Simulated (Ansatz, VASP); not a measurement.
# TiO2: VASP beside Ansatz

POSCAR

```
TiO2
1.0
    0.0000000000      2.3905765246      2.3905765246
    2.3905765246      0.0000000000      2.3905765246
    2.3905765246      2.3905765246      0.0000000000
Ti O
1 2
Direct
    0.0000000000      0.0000000000      0.0000000000
    0.2500000000      0.2500000000      0.2500000000
    0.7500000000      0.7500000000      0.7500000000
```

The input INCAR.step1:

```
SYSTEM = TiO2
  PREC = Accurate
  ENCUT = 520
  EDIFF = 1E-5
  ISMEAR = 0
  SIGMA = 0.05
  LREAL = .False.
  LASPH = .True.
  NELM = 120
  ALGO = Normal
  ISIF = 2
  LWAVE = .True.
  LCHARG = .False.
  NBANDS = 19
  GGA = PE
  GGA_COMPAT = .False.
```

The input INCAR.step2:

```
SYSTEM = TiO2
  PREC = Accurate
  ENCUT = 520
  EDIFF = 1E-6
  ISMEAR = 0
  SIGMA = 0.05
  LREAL = .False.
  LASPH = .True.
  NELM = 120
  ALGO = Normal
  ISIF = 2
  LWAVE = .False.
  LCHARG = .False.
  GGA = PE
  LHFCALC = .True.
  AEXX = 0.25
  PRECFOCK = Normal
  NBANDS = 19
  ISTART = 1
  GGA_COMPAT = .False.
```

The input KPOINTS:

```
Automatic mesh
0
Gamma
  6 6 6
  0 0 0
```

Input for Ansatz:

```yaml
crystal:
  lattice:
    - [0.0, 2.3905765246, 2.3905765246]
    - [2.3905765246, 0.0, 2.3905765246]
    - [2.3905765246, 2.3905765246, 0.0]
  atoms:
    - { symbol: Ti, position: [0.0, 0.0, 0.0] }
    - { symbol: O, position: [0.25, 0.25, 0.25] }
    - { symbol: O, position: [0.75, 0.75, 0.75] }
basis:
  ecutwfc: 420
kpoints:
  mp_grid: { grid: [6, 6, 6] }
hamiltonian:
  xc: pbe0
scf:
  occupations: { method: gaussian, width: 0.05 }
output:
  forces: true
  stress: true
  eigenvalues: true
```

Alike in both runs: task single point; functional PBE0; k mesh 6 × 6 × 6; occupations gaussian, width 0.05 eV; no spin polarisation.

```csv
,VASP,Ansatz
version,VASP 6.6.1,Ansatz 0.2.0
potentials or method,"VASP PAW PBE potentials, release 64 (Ti_sv, O), cutoff 520 eV","scalar-relativistic, plane waves, PAW"
valence electrons in the cell,24,24
```

VASP gave:

| Item | Value |
| --- | --- |
| gap on the k mesh at the Fermi level (eV) | 3.35 |
| least direct gap on the mesh (eV) | 4.10 |
| pressure (GPa) | -0.9 |

Problem. Estimate Ansatz's values.

Solution. gap on the k mesh at the Fermi level (eV): 3.36; least direct gap on the mesh (eV): 4.12; pressure (GPa): -1.8.

With one functional, cell and mesh, what is left measures potentials, basis and numerics. Ansatz's warnings: stress exchange threshold loose, stress scf threshold loose.
